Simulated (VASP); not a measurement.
# Si8O17 (a cell with a defect) in VASP: single point with PBE

Aim: the single point of Si8O17 (a cell with a defect) with PBE.

Program: VASP 6.6.1. These are calculated values, not measurements. Logs are shortened: lines on timing, memory, paths and dates and some standing lists are left out, and cuts for length are marked.

## Step 1: The cell of the first run

The cell holds a defect, 25 atoms: a = 7.108 Å, b = 7.108 Å, c = 7.372 Å, α = 90.00°, β = 90.00°, γ = 90.00°.

## Step 2: Single point, PBE

INCAR reads:

```
PREC = Accurate ; ENCUT = 520
EDIFF = 1E-6 ; ISMEAR = 0
SIGMA = 0.02 ; LREAL = Auto
LASPH = True ; NELM = 60
ALGO = Normal ; ISIF = 2
LWAVE = False ; LCHARG = False
GGA = PE ; NBANDS = 85
```

KPOINTS reads:

```
Automatic mesh
0
Gamma
  2 2 2
  0.5 0.5 0.5
```

POSCAR reads:

```
Si8O17
1.0
    5.0262964608     -5.0262964608      0.0000000000
   -5.0262964608     -5.0262964608      0.0000000000
    0.0000000000      0.0000000000     -7.3717295607
Si O
8 17
Direct
    0.4957405931      0.4817341138     -0.0027392382
   -0.0097698328      0.5014851729      0.4997292488
    0.0019872032      0.9887923218      1.0125960745
    0.5206448808      0.9634936024      0.5009166425
    0.7467293838      0.2319248672      0.2596830852
    0.2193711698      0.2631983321      0.7573134887
    0.2561493665      0.7357472977      0.2474183697
    0.7576562733      0.7350612218      0.7600339544
    0.9183504673      0.3273157091      0.3743635266
    0.4137131088      0.3202803205      0.8603305101
    0.4409223537      0.8045939582      0.3615559669
    0.9282646717      0.8158148417      0.8850030077
    0.8307360658      0.0542557355      0.1457525019
    0.2319361701      0.1171745741      0.5797257453
    0.3220426658      0.5601798726      0.1201749113
    0.8127985445      0.5653011585      0.6230988827
    0.6582718626      0.3888947024      0.1238815392
    0.1481325313      0.4482420362      0.6504968306
    0.1818829715      0.9124627161      0.1271449673
    0.7001660922      0.9033100302      0.6218729213
    0.5793984540      0.1539980680      0.3925458912
    0.0680990280      0.1742278872      0.8987442522
    0.0810980588      0.6666308176      0.3744085674
    0.5862864366      0.6586969070      0.8865279417
    0.3625965532      0.9799305452      0.6683086535
```

Potentials or basis: VASP PAW PBE potentials, release 64 (Si, O).

Command:

```sh
cat potpaw_PBE.64/Si/POTCAR potpaw_PBE.64/O/POTCAR > POTCAR
mpirun -np 1 vasp_std > vasp.out
```

OUTCAR:

```text
PREC = Accurate
   ENCUT = 520
   EDIFF = 1E-6
   ISMEAR = 0
   LREAL = Auto
   LASPH = True
   NELM = 60
   ISIF = 2
   GGA = PE

 ion  position               nearest neighbor table
   1  0.496  0.482  0.997-  17 1.63  15 1.63  24 1.63  10 1.64   6 3.07   7 3.09   8 3.13
   2  0.990  0.501  0.500-  16 1.62  18 1.62   9 1.63  23 1.63   6 3.02   8 3.03   5 3.13   7 3.13

   3  0.002  0.989  0.013-  19 1.63  13 1.63  22 1.63  12 1.63   7 3.08   5 3.10   6 3.12   8 3.12

   4  0.521  0.963  0.501-  20 1.61  21 1.63  11 1.63  25 1.67  14 2.40   8 3.02   5 3.06   7 3.11

   5  0.747  0.232  0.260-  17 1.63  13 1.63   9 1.63  21 1.64   4 3.06   3 3.10   2 3.13
   6  0.219  0.263  0.757-  18 1.61  22 1.63  10 1.63  14 1.67  25 2.35   2 3.02   1 3.07   3 3.12

   7  0.256  0.736  0.247-  19 1.63  15 1.63  23 1.63  11 1.63   3 3.08   1 3.09   4 3.11   2 3.13

   8  0.758  0.735  0.760-  16 1.62  20 1.62  24 1.63  12 1.63   4 3.02   2 3.03   3 3.12   1 3.13

   9  0.918  0.327  0.374-   2 1.63   5 1.63
  10  0.414  0.320  0.860-   6 1.63   1 1.64
  11  0.441  0.805  0.362-   4 1.63   7 1.63
  12  0.928  0.816  0.885-   8 1.63   3 1.63
  13  0.831  0.054  0.146-   5 1.63   3 1.63
  14  0.232  0.117  0.580-  25 1.50   6 1.67   4 2.40
  15  0.322  0.560  0.120-   1 1.63   7 1.63
  16  0.813  0.565  0.623-   2 1.62   8 1.62
  17  0.658  0.389  0.124-   1 1.63   5 1.63
  18  0.148  0.448  0.650-   6 1.61   2 1.62
  19  0.182  0.912  0.127-   3 1.63   7 1.63
  20  0.700  0.903  0.622-   4 1.61   8 1.62
  21  0.579  0.154  0.393-   4 1.63   5 1.64
  22  0.068  0.174  0.899-   6 1.63   3 1.63
  23  0.081  0.667  0.374-   2 1.63   7 1.63
  24  0.586  0.659  0.887-   8 1.63   1 1.63
  25  0.363  0.980  0.668-  14 1.50   4 1.67   6 2.35

  LATTYP: Found a simple tetragonal cell.
 ALAT       =     7.1082566234
 C/A-ratio  =     1.0370657605

  Lattice vectors:

 A1 = (   5.0262964608,  -5.0262964608,   0.0000000000)
 A2 = (  -5.0262964608,  -5.0262964608,   0.0000000000)
 A3 = (   0.0000000000,   0.0000000000,  -7.3717295607)

Analysis of symmetry for initial positions (statically):
=====================================================================
 Subroutine PRICEL returns:
 Original cell was already a primitive cell.

 Routine SETGRP: Setting up the symmetry group for a
 simple tetragonal supercell.

 Subroutine GETGRP returns: Found  1 space group operations
 (whereof  1 operations were pure point group operations)
 out of a pool of 16 trial point group operations.

The static configuration has the point symmetry C_1 .

Analysis of symmetry for dynamics (positions and initial velocities):
=====================================================================
 Subroutine PRICEL returns:
 Original cell was already a primitive cell.

 Routine SETGRP: Setting up the symmetry group for a
 simple tetragonal supercell.

 Subroutine GETGRP returns: Found  1 space group operations
 (whereof  1 operations were pure point group operations)
 out of a pool of 16 trial point group operations.

The dynamic configuration has the point symmetry C_1 .

 Subroutine INISYM returns: Found  1 space group operations
 (whereof  1 operations are pure point group operations),
 and found     1 'primitive' translations

----------------------------------------------------------------------------------------

                                     Primitive cell

  volume of cell :     372.4737

  direct lattice vectors                    reciprocal lattice vectors
     5.026296461 -5.026296461  0.000000000     0.099476822 -0.099476822  0.000000000
    -5.026296461 -5.026296461  0.000000000    -0.099476822 -0.099476822  0.000000000
     0.000000000  0.000000000 -7.371729561     0.000000000  0.000000000 -0.135653376

  length of vectors
     7.108256623  7.108256623  7.371729561     0.140681471  0.140681471  0.135653376

  position of ions in fractional coordinates (direct lattice)
     0.495740593  0.481734114  0.997260762
     0.990230167  0.501485173  0.499729249
     0.001987203  0.988792322  0.012596075
     0.520644881  0.963493602  0.500916643
     0.746729384  0.231924867  0.259683085
     0.219371170  0.263198332  0.757313489
[... 17 lines left out ...]
     0.586286437  0.658696907  0.886527942
     0.362596553  0.979930545  0.668308653

  ion indices of the primitive-cell ions
   primitive index   ion index
                 1           1
                 2           2
                 3           3
                 4           4
                 5           5
                 6           6
[... 17 lines left out ...]
                24          24
                25          25

----------------------------------------------------------------------------------------

 KPOINTS: Automatic mesh

Automatic generation of k-mesh.
 Grid dimensions read from file:
 generate k-points for:    2    2    2

 Generating k-lattice:

  Cartesian coordinates                     Fractional coordinates (reciprocal lattice)
     0.049738411 -0.049738411  0.000000000     0.500000000  0.000000000  0.000000000
    -0.049738411 -0.049738411  0.000000000     0.000000000  0.500000000  0.000000000
     0.000000000  0.000000000 -0.067826688     0.000000000  0.000000000  0.500000000

  Length of vectors
     0.070340736  0.070340736  0.067826688

  Shift w.r.t. Gamma in fractional coordinates (k-lattice)
     0.500000000  0.500000000  0.500000000

 Subroutine IBZKPT returns following result:
 ===========================================

 Found      4 irreducible k-points:

 Following reciprocal coordinates:
            Coordinates               Weight
  0.250000  0.250000  0.250000      2.000000
 -0.250000  0.250000  0.250000      2.000000
 -0.250000 -0.250000  0.250000      2.000000
  0.250000 -0.250000  0.250000      2.000000
   k-points           NKPTS =      4   k-points in BZ     NKDIM =      4   number of bands    NBANDS=     85
   number of dos      NEDOS =    301   number of ions     NIONS =     25
   total plane-waves  NPLWV = 163296
   dimension x,y,z NGX =    54 NGY =   54 NGZ =   56
   dimension x,y,z NGXF=   108 NGYF=  108 NGZF=  112
   ions per type =               8  17
   NGX,Y,Z   is equivalent  to a cutoff of  12.63, 12.63, 12.63 a.u.
   NGXF,Y,Z  is equivalent  to a cutoff of  25.26, 25.26, 25.26 a.u.
 SYSTEM =  unknown system
   PREC   = accura    normal or accurate (medium, high low for compatibility)
   ISTART =      0    job   : 0-new  1-cont  2-samecut
   ICHARG =      2    charge: 1-file 2-atom 10-const
   ISPIN  =      1    spin polarized calculation?
   LNONCOLLINEAR =      F non collinear calculations
   LSORBIT =      F    spin-orbit coupling
   LASPH  =      T    aspherical Exc in radial PAW
   ENCUT  =  520.0 eV  38.22 Ry    6.18 a.u.  13.22 13.22 13.71*2*pi/ulx,y,z
   NELM   =     60;   NELMIN=  2; NELMDL= -5     # of ELM steps
   EDIFF  = 0.1E-05   stopping-criterion for ELM
   LREAL  =      T    real-space projection
   EDIFFG = 0.1E-04   stopping-criterion for IOM
   NSW    =      0    number of steps for IOM
   IBRION =     -1    ionic relax: 0-MD 1-quasi-New 2-CG
   NFREE  =      0    steps in history (QN), initial steepest desc. (CG)
   ISIF   =      2    stress and relaxation
   ISYM   =      2    0-nonsym 1-usesym 2-fastsym
   POTIM  = 0.5000    time-step for ionic-motion
   TEBEG  =    0.0;   TEEND  =   0.0 temperature during run
   PSTRESS=    0.0 pullay stress
   NELECT =     134.0000    total number of electrons
   NUPDOWN=      -1.0000    fix difference up-down
   EMIN   =  10.00;   EMAX   =-10.00  energy-range for DOS
   EFERMI =   0.00;   METHOD = LEGACY
   ISMEAR =     0;   SIGMA  =   0.02  broadening in eV -4-tet -1-fermi 0-gaus
   EFERMI_NEDOS =   21; number of points for ismear=-14 and -15
   IALGO  =     38    algorithm
   IMIX   =      4    mixing-type and parameters
     AMIX     =   0.40;   BMIX     =  1.00
     AMIX_MAG =   1.60;   BMIX_MAG =  1.00
  volume/ion in A,a.u.               =      14.90       100.54
  Fermi-wavevector in a.u.,A,eV,Ry     =   1.164335  2.200274 18.445087  1.355676
  Thomas-Fermi vector in A             =   2.300874
   LORBIT       =      0    0 simple, 1 ext, 2 COOP (PROOUT), +10 PAW based schemes
   GGA     = PE    functional components
   LHFCALC =     F    Hartree Fock is set to
   AEXX    =    0.0000 exact exchange contribution
   IVDW    =     0    specifies the selected vdW correction
   LEPSILON=     F    determine dielectric tensor
   LRPA    =     F    only Hartree local field effects (RPA)
 non-spin polarized calculation
 Gauss-broadening in eV      SIGMA  =   0.02
  energy-cutoff  :      520.00
  volume of cell :      372.47
 maximum number of plane-waves:     10023
 NGX is ok and might be reduce to    54
   NGX = 27   NGY = 27   NGZ = 27

 number of electron     133.9999999 magnetization

 Free energy of the ion-electron system (eV)
  ---------------------------------------------------
  ext. energy  EPLUGINS =         0.00000000
  ---------------------------------------------------
  free energy    TOTEN  =      -192.60886894 eV

  energy without entropy =     -192.60886894  energy(sigma->0) =     -192.60886894

 E-fermi :   0.6414     XC(G=0):  -8.2146

 val. band max:        0.4932998221   @ k =  -0.2500  -0.2500   0.2500
 cond. band min:       4.8071331799   @ k =   0.2500  -0.2500   0.2500
 fundamental gap:      4.3138333579
 Fermi energy:         0.6413997083

 k-point     1 :       0.2500    0.2500    0.2500
  band No.  band energies     occupation
      1     -21.0053      2.00000
      2     -19.3608      2.00000
      3     -19.0949      2.00000
      4     -19.0678      2.00000
      5     -18.8170      2.00000
      6     -18.4284      2.00000
[... 71 lines left out ...]
     78       9.1889      0.00000
     79       9.2036      0.00000

 k-point     2 :      -0.2500    0.2500    0.2500
  band No.  band energies     occupation
      1     -21.0042      2.00000
      2     -19.4132      2.00000
      3     -19.0811      2.00000
      4     -19.0373      2.00000
      5     -18.7458      2.00000
      6     -18.3965      2.00000
[... 71 lines left out ...]
     78       9.0302      0.00000
     79       9.1265      0.00000

 k-point     3 :      -0.2500   -0.2500    0.2500
  band No.  band energies     occupation
      1     -21.0053      2.00000
      2     -19.3600      2.00000
      3     -19.0946      2.00000
      4     -19.0695      2.00000
      5     -18.8173      2.00000
      6     -18.4266      2.00000
[... 71 lines left out ...]
     78       9.2010      0.00000
     79       9.2094      0.00000

 k-point     4 :       0.2500   -0.2500    0.2500
  band No.  band energies     occupation
      1     -21.0048      2.00000
      2     -19.3762      2.00000
      3     -19.1005      2.00000
      4     -19.0378      2.00000
      5     -18.8369      2.00000
      6     -18.4149      2.00000
[... 71 lines left out ...]
     78       9.1113      0.00000
     79       9.1483      0.00000
 [bands above 79 left out]

------------------------ aborting loop because EDIFF is reached ----------------------------------------

  FORCE on cell =-STRESS in cart. coord.  units (eV):
  Direction    XX          YY          ZZ          XY          YZ          ZX
  --------------------------------------------------------------------------------------
  -------------------------------------------------------------------------------------
  Total       10.3714022     -4.3634218     -0.6988769      0.1779754     -0.2549192     -0.3936958
  in kB       44.6120797    -18.7690455     -3.0061847      0.7655525     -1.0965223     -1.6934631
  external PRESSURE =       7.6122832 kB  Pullay stress =       0.0000000 kB

 VOLUME and BASIS-vectors are now :
 -----------------------------------------------------------------------------
  energy-cutoff  :      520.00
  volume of cell :      372.47
      direct lattice vectors                 reciprocal lattice vectors
     5.026296461 -5.026296461  0.000000000     0.099476822 -0.099476822  0.000000000
    -5.026296461 -5.026296461  0.000000000    -0.099476822 -0.099476822  0.000000000
     0.000000000  0.000000000 -7.371729561     0.000000000  0.000000000 -0.135653376

 POSITION                                       TOTAL-FORCE (eV/Angst)
 -----------------------------------------------------------------------------------
      0.07040     -4.91308     -7.35154         0.016484     -0.006751     -0.010736
      2.45658     -7.49780     -3.68387        -0.002726     -0.016759      0.016095
     -4.95998     -4.97995     -0.09285         0.011810      0.006719     -0.018825
     -2.22589     -7.45972     -3.69262         0.027935     -0.043173      0.060480
      2.58756     -4.91901     -1.91431        -0.023330     -0.000494      0.012642
     -0.22029     -2.42554     -5.58271        -0.022054     -0.046836     -0.025809
[... 17 lines left out ...]
     -0.36396     -6.25766     -6.53524         0.003589     -0.011241      0.003344
     -3.10290     -6.74794     -4.92659         0.134552      0.039549     -0.099923
 -----------------------------------------------------------------------------------
    total drift:                                0.009484      0.003148      0.003091

  FREE ENERGIE OF THE ION-ELECTRON SYSTEM (eV)
  ---------------------------------------------------
  free  energy   TOTEN  =      -192.6088689439 eV

  energy  without entropy=     -192.6088689439  energy(sigma->0) =     -192.60886894
```

Run time: 4.3 min. Hardware: 1 thread of Intel Xeon Platinum 8488C (Sapphire Rapids), shared host; peak memory 0.41 GiB.

Results:

```yaml
Free_energy: -192.6089 eV
Pressure: 0.8 GPa
Largest_force: 0.172 eV/Å
Band_gap_on_the_k_mesh: 4.31 eV
```

Forces on the atoms (eV/Å):
```
Si   0.016 -0.007 -0.011
Si  -0.003 -0.017  0.016
Si   0.012  0.007 -0.019
Si   0.028 -0.043  0.060
Si  -0.023  0.000  0.013
Si  -0.022 -0.047 -0.026
Si  -0.015  0.021  0.004
Si   0.012  0.022 -0.018
O   -0.002 -0.007 -0.001
O   -0.005  0.017  0.006
O   -0.003 -0.005 -0.002
O   -0.016 -0.006 -0.003
O    0.010 -0.001  0.010
O   -0.138  0.024  0.079
O   -0.002  0.002 -0.003
O   -0.004  0.002 -0.001
O    0.003 -0.004  0.001
O   -0.011  0.003  0.008
O   -0.006  0.006  0.003
O    0.008 -0.010 -0.014
O    0.013  0.012 -0.008
O    0.005  0.004  0.000
O    0.005 -0.001  0.003
O    0.004 -0.011  0.003
O    0.135  0.040 -0.100
```

Stress tensor (GPa, compression positive):
```
 4.46  0.08 -0.17
 0.08 -1.88 -0.11
-0.17 -0.11 -0.30
```
